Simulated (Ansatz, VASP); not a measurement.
**SnSe4 in VASP and in Ansatz**

INCAR

```
SYSTEM = SnSe4
ALGO = Normal
DIPOL = 0.5 0.5 0.500
EDIFF = 1E-6
ENCUT = 520
GGA = PS
IDIPOL = 3
ISIF = 2
ISMEAR = 0
LASPH = .True.
LCHARG = .True.
LDIPOL = .True.
LELF = .True.
LREAL = .False.
LVACPOTAV = .True.
LVHAR = .True.
LWAVE = .False.
NBANDS = 27
NELM = 100
PREC = Accurate
SIGMA = 0.05
```

KPOINTS

```
k-points
0
Gamma
  9 9 1
  0 0 0
```

POSCAR

```
SnSe4
1.0
    3.8189235643      0.0000000000      0.0000000000
   -1.9094617822      3.3072848218      0.0000000000
    0.0000000000      0.0000000000     24.1191474567
Se Sn
4 1
Direct
    0.3333333333      0.6666666667      0.3109562647
    0.6666666667      0.3333333333      0.4342432228
    0.3333333333      0.6666666667      0.5657567772
    0.6666666667      0.3333333333      0.6890437353
    0.0000000000      0.0000000000      0.5000000000
```

Input for Ansatz:

```yaml
crystal:
  lattice:
    - [3.8189235643, 0.0, 0.0]
    - [-1.9094617822, 3.3072848218, 0.0]
    - [0.0, 0.0, 24.1191474567]
  atoms:
    - { symbol: Se, position: [0.3333333333, 0.6666666667, 0.3109562647] }
    - { symbol: Se, position: [0.6666666667, 0.3333333333, 0.4342432228] }
    - { symbol: Sn, position: [0.0, 0.0, 0.5] }
    - { symbol: Se, position: [0.3333333333, 0.6666666667, 0.5657567772] }
    - { symbol: Se, position: [0.6666666667, 0.3333333333, 0.6890437353] }
basis:
  ecutwfc: 420
kpoints:
  mp_grid: { grid: [9, 9, 1] }
hamiltonian:
  xc: pbesol
scf:
  occupations: { method: gaussian, width: 0.05 }
output:
  forces: true
  stress: true
  eigenvalues: true
  write_density: true
  write_potential: true
  elf: true
  volumetric_format: npy
efield:
  axis: 3
  dipole_correction: true
  ramp_width: 0.04
```

Alike in both runs: task single point; functional PBEsol; k mesh 9 × 9 × 1; occupations gaussian, width 0.05 eV; no spin polarisation.

|  | VASP | Ansatz |
| --- | --- | --- |
| version | VASP 6.6.1 | Ansatz 0.2.0 |
| potentials or method | VASP PAW PBE potentials, release 64 (Se, Sn_d), cutoff 520 eV | scalar-relativistic, plane waves, PAW |
| valence electrons in the cell | 38 | 78 |

|  | VASP | Ansatz | Ansatz less VASP |
| --- | --- | --- | --- |
| gap on the k mesh at the Fermi level (eV) | none | none | - |
| rms of the force components (eV/Å) | 0.237 | 0.232 | -0.0054 |
| work function, face that differs most (eV) | 6.50 | 6.50 | +0.002 |

VASP's potentials were made for PBE, not for PBEsol. A gap of «none» marks a metal or a gap that the smearing closes. VASP's potentials hold 38 valence electrons a cell and Ansatz's 78, so a difference there can come from the potentials and not from the codes.
